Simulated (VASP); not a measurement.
# ZnS (P6_3mc) in VASP: further runs

ZnS is run at these levels: PBEsol; tasks: single point.

Program: VASP 6.6.1. These are calculated values, not measurements. Logs are shortened: lines on timing, memory, paths and dates and some standing lists are left out, and cuts for length are marked.

### Step 1. The cell of the first run

The structure is hexagonal, space group P6_3mc (No. 186). The conventional cell has a = 3.551 Å, b = 3.551 Å, c = 6.195 Å, α = 90.00°, β = 90.00°, γ = 120.00°. Within 2.9 Å of Zn (site symmetry 3m) lie 4 S at 2.19 to 2.32 Å. Within 2.9 Å of S (site symmetry 3m) lie 4 Zn at 2.19 to 2.32 Å.

### Step 2. Single point, PBEsol (volume 16.915 Å^3 an atom, c/a of the conventional cell 1.7446)

The input, INCAR:

```
ALGO = Normal ; EDIFF = 1E-6
ENCUT = 520 ; GGA = PS
ISIF = 2 ; ISMEAR = 0
LASPH = T ; LCHARG = F
LREAL = F ; LWAVE = F
NBANDS = 26 ; NELM = 80
PREC = Accurate ; SIGMA = 0.05
```

The input, KPOINTS:

```
k-points
0
Gamma
  9 9 6
```

The input, POSCAR:

```
ZnS
1.0
    3.5511457534      0.0000000000      0.0000000000
   -1.7755728767      3.0753824350      0.0000000000
    0.0000000000      0.0000000000      6.1953288814
Zn S
2 2
Direct
    0.3333333333      0.6666666667      0.0054424479
    0.6666666667      0.3333333333      0.5054424479
    0.3333333333      0.6666666667      0.3795575521
    0.6666666667      0.3333333333      0.8795575521
```

Potentials or basis: VASP PAW PBE potentials, release 64 (Zn, S).

Started as:

```
$ cat potpaw_PBE.64/Zn/POTCAR potpaw_PBE.64/S/POTCAR > POTCAR
$ mpirun -np 1 vasp_std > vasp.out
```

OUTCAR:

```text
EDIFF = 1E-6
   ENCUT = 520
   GGA = PS
   ISIF = 2
   ISMEAR = 0
   LASPH = T
   LREAL = F
   NELM = 80
   PREC = Accurate

 ion  position               nearest neighbor table
   1  0.333  0.667  0.005-   4 2.19   4 2.19   4 2.19   3 2.32
   2  0.667  0.333  0.505-   3 2.19   3 2.19   3 2.19   4 2.32
   3  0.333  0.667  0.380-   2 2.19   2 2.19   2 2.19   1 2.32
   4  0.667  0.333  0.880-   1 2.19   1 2.19   1 2.19   2 2.32

  LATTYP: Found a hexagonal cell.
 ALAT       =     3.5511457534
 C/A-ratio  =     1.7446000000

  Lattice vectors:

 A1 = (   3.5511457534,   0.0000000000,   0.0000000000)
 A2 = (  -1.7755728767,   3.0753824350,   0.0000000000)
 A3 = (   0.0000000000,   0.0000000000,   6.1953288814)

Analysis of symmetry for initial positions (statically):
=====================================================================
 Subroutine PRICEL returns:
 Original cell was already a primitive cell.

 Routine SETGRP: Setting up the symmetry group for a
 hexagonal supercell.

 Subroutine GETGRP returns: Found 12 space group operations
 (whereof  6 operations were pure point group operations)
 out of a pool of 24 trial point group operations.

The static configuration has the point symmetry C_3v.
 The point group associated with its full space group is C_6v.

Analysis of symmetry for dynamics (positions and initial velocities):
=====================================================================
 Subroutine PRICEL returns:
 Original cell was already a primitive cell.

 Routine SETGRP: Setting up the symmetry group for a
 hexagonal supercell.

 Subroutine GETGRP returns: Found 12 space group operations
 (whereof  6 operations were pure point group operations)
 out of a pool of 24 trial point group operations.

The dynamic configuration has the point symmetry C_3v.
 The point group associated with its full space group is C_6v.

 Subroutine INISYM returns: Found 12 space group operations
 (whereof  6 operations are pure point group operations),
 and found     1 'primitive' translations

----------------------------------------------------------------------------------------

                                     Primitive cell

  volume of cell :      67.6600

  direct lattice vectors                    reciprocal lattice vectors
     3.551145753  0.000000000  0.000000000     0.281599255  0.162581406  0.000000000
    -1.775572877  3.075382435  0.000000000     0.000000000  0.325162812  0.000000000
     0.000000000  0.000000000  6.195328881     0.000000000  0.000000000  0.161411931

  length of vectors
     3.551145753  3.551145753  6.195328881     0.325162812  0.325162812  0.161411931

  position of ions in fractional coordinates (direct lattice)
     0.333333333  0.666666667  0.005442448
     0.666666667  0.333333333  0.505442448
     0.333333333  0.666666667  0.379557552
     0.666666667  0.333333333  0.879557552

  ion indices of the primitive-cell ions
   primitive index   ion index
                 1           1
                 2           2
                 3           3
                 4           4

----------------------------------------------------------------------------------------

 KPOINTS: k-points

Automatic generation of k-mesh.
 Grid dimensions read from file:
 generate k-points for:    9    9    6

 Generating k-lattice:

  Cartesian coordinates                     Fractional coordinates (reciprocal lattice)
     0.031288806  0.018064601  0.000000000     0.111111111  0.000000000  0.000000000
     0.000000000  0.036129201  0.000000000     0.000000000  0.111111111  0.000000000
     0.000000000  0.000000000  0.026901989     0.000000000  0.000000000  0.166666667

  Length of vectors
     0.036129201  0.036129201  0.026901989

  Shift w.r.t. Gamma in fractional coordinates (k-lattice)
     0.000000000  0.000000000  0.000000000

 Subroutine IBZKPT returns following result:
 ===========================================

 Found     48 irreducible k-points:

 Following reciprocal coordinates:
            Coordinates               Weight
  0.000000  0.000000  0.000000      1.000000
  0.111111  0.000000  0.000000      6.000000
  0.222222  0.000000  0.000000      6.000000
  0.333333  0.000000  0.000000      6.000000
  0.444444  0.000000  0.000000      6.000000
  0.111111  0.111111  0.000000      6.000000
[... 16 lines left out ...]
  0.333333  0.222222  0.166667     24.000000
  0.333333  0.333333  0.166667      4.000000
 [... further k-points ...]
   k-points           NKPTS =     48   k-points in BZ     NKDIM =     48   number of bands    NBANDS=     26
   number of dos      NEDOS =    301   number of ions     NIONS =      4
   total plane-waves  NPLWV =  37632
   dimension x,y,z NGX =    28 NGY =   28 NGZ =   48
   dimension x,y,z NGXF=    56 NGYF=   56 NGZF=   96
   ions per type =               2   2
   NGX,Y,Z   is equivalent  to a cutoff of  13.11, 13.11, 12.88 a.u.
   NGXF,Y,Z  is equivalent  to a cutoff of  26.22, 26.22, 25.76 a.u.
[... 32 lines left out ...]
  Fermi-wavevector in a.u.,A,eV,Ry     =   1.326575  2.506862 23.943534  1.759800
  Thomas-Fermi vector in A             =   2.455951
   LORBIT       =      0    0 simple, 1 ext, 2 COOP (PROOUT), +10 PAW based schemes
   GGA     = PS    functional components
   LHFCALC =     F    Hartree Fock is set to
   AEXX    =    0.0000 exact exchange contribution
   IVDW    =     0    specifies the selected vdW correction
   LEPSILON=     F    determine dielectric tensor
   LRPA    =     F    only Hartree local field effects (RPA)
 non-spin polarized calculation
 Gauss-broadening in eV      SIGMA  =   0.05
  energy-cutoff  :      520.00
  volume of cell :       67.66
 maximum number of plane-waves:      1847
 NGX is ok and might be reduce to    28
   NGX = 13   NGY = 13   NGZ = 23

 number of electron      36.0000001 magnetization

 Free energy of the ion-electron system (eV)
  ---------------------------------------------------
  ext. energy  EPLUGINS =         0.00000000
  ---------------------------------------------------
  free energy    TOTEN  =       -14.69569648 eV

  energy without entropy =      -14.69569648  energy(sigma->0) =      -14.69569648

 E-fermi :   3.9748     XC(G=0): -10.5854

 val. band max:        3.7192226289   @ k =   0.0000   0.0000   0.0000
 cond. band min:       6.1673888511   @ k =   0.0000   0.0000   0.0000
 fundamental gap:      2.4481662222
 Fermi energy:         3.9748322731

 k-point     1 :       0.0000    0.0000    0.0000
  band No.  band energies     occupation
      1     -10.7933      2.00000
      2      -9.7111      2.00000
      3      -3.5501      2.00000
      4      -3.5501      2.00000
      5      -3.5213      2.00000
      6      -3.4651      2.00000
[... 18 lines left out ...]
     25      11.3594      0.00000
     26      13.0222      0.00000

 k-point     2 :       0.1111    0.0000    0.0000
  band No.  band energies     occupation
      1     -10.6779      2.00000
      2      -9.6333      2.00000
      3      -3.5725      2.00000
      4      -3.5249      2.00000
      5      -3.4979      2.00000
      6      -3.4598      2.00000
[... 18 lines left out ...]
     25      11.8307      0.00000
     26      12.3410      0.00000

 k-point     3 :       0.2222    0.0000    0.0000
  band No.  band energies     occupation
      1     -10.3571      2.00000
      2      -9.4330      2.00000
      3      -3.6264      2.00000
      4      -3.4841      2.00000
      5      -3.4669      2.00000
      6      -3.3826      2.00000
[... 18 lines left out ...]
     25      12.1933      0.00000
     26      12.3737      0.00000

 k-point     4 :       0.3333    0.0000    0.0000
  band No.  band energies     occupation
      1      -9.9183      2.00000
      2      -9.2117      2.00000
      3      -3.6553      2.00000
      4      -3.4810      2.00000
      5      -3.4157      2.00000
      6      -3.2372      2.00000
[... 18 lines left out ...]
     25      12.5555      0.00000
     26      14.2233      0.00000
[... 496 lines left out ...]
      1      -9.6596      2.00000
      2      -9.1671      2.00000
      3      -3.5241      2.00000
      4      -3.5033      2.00000
      5      -3.3241      2.00000
      6      -3.2778      2.00000
[... 18 lines left out ...]
     25      12.1225      0.00000
     26      12.8596      0.00000

 k-point    23 :       0.3333    0.2222    0.1667
  band No.  band energies     occupation
      1      -9.3465      2.00000
      2      -9.0988      2.00000
      3      -3.5417      2.00000
      4      -3.3427      2.00000
      5      -3.2704      2.00000
      6      -3.1546      2.00000
[... 18 lines left out ...]
     25      12.9916      0.00000
     26      13.9055      0.00000

 k-point    24 :       0.3333    0.3333    0.1667
  band No.  band energies     occupation
      1      -9.1570      2.00000
      2      -9.1570      2.00000
      3      -3.5403      2.00000
      4      -3.2355      2.00000
      5      -3.2355      2.00000
      6      -3.1870      2.00000
[... 18 lines left out ...]
     25      13.9656      0.00000
     26      14.0879      0.00000

 [... further k-points ...]
[... 5 lines left out ...]
  --------------------------------------------------------------------------------------
  -------------------------------------------------------------------------------------
  Total        7.8316554      7.8316554      2.3235188      0.0000000      0.0000000      0.0000000
  in kB      185.4522729    185.4522729     55.0205305      0.0000000      0.0000000      0.0000000
  external PRESSURE =     141.9750254 kB  Pullay stress =       0.0000000 kB

 VOLUME and BASIS-vectors are now :
 -----------------------------------------------------------------------------
  energy-cutoff  :      520.00
  volume of cell :       67.66
      direct lattice vectors                 reciprocal lattice vectors
     3.551145753  0.000000000  0.000000000     0.281599255  0.162581406  0.000000000
    -1.775572877  3.075382435  0.000000000     0.000000000  0.325162812  0.000000000
     0.000000000  0.000000000  6.195328881     0.000000000  0.000000000  0.161411931

 POSITION                                       TOTAL-FORCE (eV/Angst)
 -----------------------------------------------------------------------------------
     -0.00000      2.05025      0.03372        -0.000000      0.000000      0.740209
      1.77557      1.02513      3.13138         0.000000      0.000000      0.740209
     -0.00000      2.05025      2.35148         0.000000     -0.000000     -0.740209
      1.77557      1.02513      5.44915        -0.000000      0.000000     -0.740209
 -----------------------------------------------------------------------------------
    total drift:                               -0.000000     -0.000001     -0.000945

  FREE ENERGIE OF THE ION-ELECTRON SYSTEM (eV)
  ---------------------------------------------------
  free  energy   TOTEN  =       -14.6956964751 eV

  energy  without entropy=      -14.6956964751  energy(sigma->0) =      -14.69569648
```

Wall time 100 s (1 thread of Intel Xeon 6975P-C, shared host); peak memory 0.22 GiB.

Results:

```
Free energy            : -14.6957 eV
Pressure               : 14.2 GPa
Largest force          : 0.740 eV/Å
Band gap on the k mesh : 2.45 eV, direct
```

Forces on the atoms (eV/Å):
```
Zn   0.000  0.000  0.740
Zn   0.000  0.000  0.740
S    0.000  0.000 -0.740
S    0.000  0.000 -0.740
```

Levels at points of the mesh, in eV from the valence-band top:
```csv
k point,band 14,band 15,band 16,band 17,band 18,band 19,band 20,band 21,band 22,band 23
"(0.00, 0.00, 0.00)",-0.94,-0.94,-0.43,0.00,0.00,2.45,3.65,5.72,6.29,6.29
"(0.00, 0.00, 0.50)",-3.65,-0.50,-0.50,-0.50,-0.50,4.07,4.07,6.60,6.60,6.75
```

Caveat: the PAW data sets were made with another functional, which shifts forces and pressure a little. A k mesh can miss the band edges.

### Step 3. Single point, PBEsol (volume 16.915 Å^3 an atom, c/a of the conventional cell 1.8537)

The input, INCAR:

```
PREC = Accurate
ENCUT = 520
EDIFF = 1E-6
ISMEAR = 0
SIGMA = 0.05
LREAL = False
LASPH = True
NELM = 80
ALGO = Normal
ISIF = 2
LWAVE = False
LCHARG = True
GGA = PS
LELF = True
LVHAR = True
NBANDS = 26
```

The input, KPOINTS:

```
regular mesh
0
Gamma
  9 9 6
```

The input, POSCAR:

```
ZnS
1.0
    3.4800645853      0.0000000000      0.0000000000
   -1.7400322927      3.0138243377      0.0000000000
    0.0000000000      0.0000000000      6.4509957218
Zn S
2 2
Direct
    0.3333333333      0.6666666667      0.0054424479
    0.6666666667      0.3333333333      0.5054424479
    0.3333333333      0.6666666667      0.3795575521
    0.6666666667      0.3333333333      0.8795575521
```

Potentials or basis: VASP PAW PBE potentials, release 64 (Zn, S).

Started as:

```
$ cat potpaw_PBE.64/Zn/POTCAR potpaw_PBE.64/S/POTCAR > POTCAR
$ mpirun -np 1 vasp_std > vasp.out
```

Wall time 79 s (1 thread of Intel Xeon 6975P-C, shared host); peak memory 0.22 GiB.

The run converged. Its results:

| Quantity | Value |
| --- | --- |
| Free energy | -14.3745 eV |
| Pressure | 16.0 GPa |
| Largest force | 1.243 eV/Å |
| Band gap on the k mesh | 1.91 eV, direct |

Forces in eV/Å, atoms in the order of the input:
```
Zn   0.000  0.000  1.243
Zn   0.000  0.000  1.243
S    0.000  0.000 -1.243
S    0.000  0.000 -1.243
```

Stress tensor (GPa, compression positive):
```
24.07  0.00  0.00
 0.00 24.07  0.00
 0.00  0.00 -0.18
```

Levels at points of the mesh, in eV from the valence-band top:
```
           k point  band 14  band 15  band 16  band 17  band 18  band 19  band 20  band 21  band 22  band 23
(0.00, 0.00, 0.00)    -0.84    -0.76    -0.76     0.00     0.00     1.91     4.05     5.43     6.50     6.50
(0.00, 0.00, 0.50)    -4.02    -0.40    -0.40    -0.40    -0.40     4.30     4.30     6.03     6.03     6.93
```

Caveat: the PAW data sets were made with another functional, which shifts forces and pressure a little. A k mesh can miss the band edges.

### Step 4. Single point, PBEsol (volume 16.915 Å^3 an atom, c/a of the conventional cell 1.4543)

The input, INCAR:

```
SYSTEM = ZnS
ALGO     = Normal         ! electronic algorithm
EDIFF    = 1E-7           ! SCF threshold, eV
ENCUT    = 520            ! plane-wave cutoff, eV
GGA      = PS             ! functional
ISIF     = 2              ! what is computed and relaxed
ISMEAR   = 0              ! smearing method
LASPH    = .TRUE.         ! aspherical terms in the spheres
LCHARG   = .FALSE.        ! write CHGCAR
LREAL    = .FALSE.        ! projectors in reciprocal space
LWAVE    = .FALSE.        ! write WAVECAR
NBANDS   = 26             ! bands
NELM     = 60             ! most SCF steps
PREC     = Accurate       ! precision mode
SIGMA    = 0.05           ! smearing width, eV
```

The input, KPOINTS:

```
k-points
0
G
  9 9 6
  0 0 0
```

The input, POSCAR:

```
ZnS
1.0
    3.7732517825      0.0000000000      0.0000000000
   -1.8866258912      3.2677318985      0.0000000000
    0.0000000000      0.0000000000      5.4874400673
Zn S
2 2
Direct
    0.3333333333      0.6666666667      0.0054424479
    0.6666666667      0.3333333333      0.5054424479
    0.3333333333      0.6666666667      0.3795575521
    0.6666666667      0.3333333333      0.8795575521
```

Started as:

```
$ cat potpaw_PBE.64/Zn/POTCAR potpaw_PBE.64/S/POTCAR > POTCAR
$ mpirun -np 1 vasp_std > vasp.out
```

Run time: 78 s. Hardware: 1 thread of Intel Xeon 6975P-C, shared host; peak memory 0.22 GiB.

It converged, with:

```yaml
Free_energy: -14.2477 eV
Pressure: 17.0 GPa
Largest_force: 2.267 eV/Å
Band_gap_on_the_k_mesh: 2.16 eV, direct
```

Forces in eV/Å, atoms in the order of the input:
```
Zn   0.000  0.000 -2.267
Zn   0.000  0.000 -2.267
S    0.000  0.000  2.267
S    0.000  0.000  2.267
```

Stress tensor (GPa, compression positive):
```
 5.60  0.00  0.00
 0.00  5.60  0.00
 0.00  0.00 39.82
```

Levels at points of the mesh, in eV from the valence-band top:
| k point | band 14 | band 15 | band 16 | band 17 | band 18 | band 19 | band 20 | band 21 | band 22 | band 23 |
| --- | --- | --- | --- | --- | --- | --- | --- | --- | --- | --- |
| (0.00, 0.00, 0.00) | -1.83 | -1.83 | -0.21 | -0.21 | 0.00 | 2.16 | 2.65 | 5.43 | 5.43 | 7.49 |
| (0.00, 0.00, 0.50) | -2.91 | -1.07 | -1.07 | -1.07 | -1.07 | 3.21 | 3.21 | 5.93 | 5.93 | 5.93 |

Caveat: the PAW data sets were made with another functional, which shifts forces and pressure a little. A k mesh can miss the band edges.

### Step 5. Single point, PBEsol (volume 16.915 Å^3 an atom, c/a of the conventional cell 1.6419)

The input, INCAR:

```
SYSTEM = ZnS
PREC = Accurate
ENCUT = 520
EDIFF = 1E-6
ISMEAR = 0
SIGMA = 0.05
LREAL = .False.
LASPH = .True.
NELM = 80
ALGO = Normal
ISIF = 2
LWAVE = .False.
LCHARG = .False.
GGA = PS
NBANDS = 26
```

The input, KPOINTS:

```
regular mesh
0
Gamma
  9 9 6
  0 0 0
```

The input, POSCAR:

```
ZnS
1.0
    3.6237025440      0.0000000000      0.0000000000
   -1.8118512720      3.1382184589      0.0000000000
    0.0000000000      0.0000000000      5.9497166042
Zn S
2 2
Direct
    0.3333333333      0.6666666667      0.0054424479
    0.6666666667      0.3333333333      0.5054424479
    0.3333333333      0.6666666667      0.3795575521
    0.6666666667      0.3333333333      0.8795575521
```

Started as:

```
$ cat potpaw_PBE.64/Zn/POTCAR potpaw_PBE.64/S/POTCAR > POTCAR
$ mpirun -np 1 vasp_std > vasp.out
```

It took 70 s on 1 thread of Intel Xeon 6975P-C, shared host; peak memory 0.22 GiB.

Results (log left out):

```yaml
Free_energy: -14.8077 eV
Pressure: 13.7 GPa
Largest_force: 0.040 eV/Å
Band_gap_on_the_k_mesh: 2.76 eV, direct
```

Forces in eV/Å, atoms in the order of the input:
```
Zn   0.000  0.000  0.040
Zn   0.000  0.000  0.040
S    0.000  0.000 -0.040
S    0.000  0.000 -0.040
```

Stress tensor (GPa, compression positive):
```
13.56  0.00  0.00
 0.00 13.56  0.00
 0.00  0.00 13.84
```

Levels at points of the mesh, in eV from the valence-band top:
| k point | band 15 | band 16 | band 17 | band 18 | band 19 | band 20 | band 21 | band 22 |
| --- | --- | --- | --- | --- | --- | --- | --- | --- |
| (0.00, 0.00, 0.00) | -1.15 | -0.11 | 0.00 | 0.00 | 2.76 | 3.23 | 6.06 | 6.06 |
| (0.00, 0.00, 0.50) | -0.61 | -0.61 | -0.61 | -0.61 | 3.83 | 3.83 | 6.56 | 6.56 |

Caveat: the PAW data sets were made with another functional, which shifts forces and pressure a little. A k mesh can miss the band edges.

### Step 6. Overview

| cell | gap on the mesh (eV) | pressure (GPa) | largest force (eV/Å) |
| --- | --- | --- | --- |
| a = 3.551, b = 3.551, c = 6.195 Å, angles 90.0, 90.0, 120.0°, 4 atoms | 2.45 | 14.2 | 0.74 |
| a = 3.480, b = 3.480, c = 6.451 Å, angles 90.0, 90.0, 120.0°, 4 atoms | 1.91 | 16.0 | 1.24 |
| a = 3.773, b = 3.773, c = 5.487 Å, angles 90.0, 90.0, 120.0°, 4 atoms | 2.16 | 17.0 | 2.27 |
| a = 3.624, b = 3.624, c = 5.950 Å, angles 90.0, 90.0, 120.0°, 4 atoms | 2.76 | 13.7 | 0.04 |

Alike in all rows: task single point; level PBEsol; potentials or basis VASP PAW PBE potentials, release 64 (Zn, S); no spin polarisation; k mesh 9 × 9 × 6; cutoff (eV) 520; smearing gaussian 0.05 eV.

Caveats: the PAW data sets were made with another functional, which shifts forces and pressure a little.

Total energies depend on the potentials used, so only differences within one code and one set of settings carry meaning.
